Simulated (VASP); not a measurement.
A run of VASP 6.6.1 is set up as follows.

Contents of INCAR:

```
PREC     = Accurate       # precision mode
ENCUT    = 520            # plane-wave cutoff, eV
EDIFF    = 1E-7           # SCF threshold, eV
ISMEAR   = 0              # smearing method
SIGMA    = 0.05           # smearing width, eV
LREAL    = F              # projectors in reciprocal space
LASPH    = T              # aspherical terms in the spheres
NELM     = 60             # most SCF steps
ALGO     = Normal         # electronic algorithm
ISIF     = 2              # what is computed and relaxed
LWAVE    = F              # write WAVECAR
LCHARG   = T              # write CHGCAR
GGA      = PE             # functional
LELF     = T              # ELF
LVHAR    = T            
NBANDS   = 18             # bands
```

Contents of KPOINTS:

```
regular mesh
0
Gamma
  9 9 6
```

The input POSCAR:

```
LiF
1.0
    3.1498738080      0.0000000000      0.0000000000
   -1.5749369040      2.7278707365      0.0000000000
    0.0000000000      0.0000000000      5.4070733788
Li F
2 2
Direct
    0.3333333333      0.6666666667      0.3810713234
    0.6666666667      0.3333333333      0.8810713234
    0.3333333333      0.6666666667      0.9939266766
    0.6666666667      0.3333333333      0.4939266766
```

Potentials or basis: VASP PAW PBE potentials, release 64 (Li_sv, F).

Command:

```sh
$ cat potpaw_PBE.64/Li_sv/POTCAR potpaw_PBE.64/F/POTCAR > POTCAR
$ mpirun -np 1 vasp_std > vasp.out
```

(1) Predict the band gap on the k mesh.

(2) Predict the largest force.

Results:

(1) 7.10 eV, direct.

(2) 0.082 eV/Å.
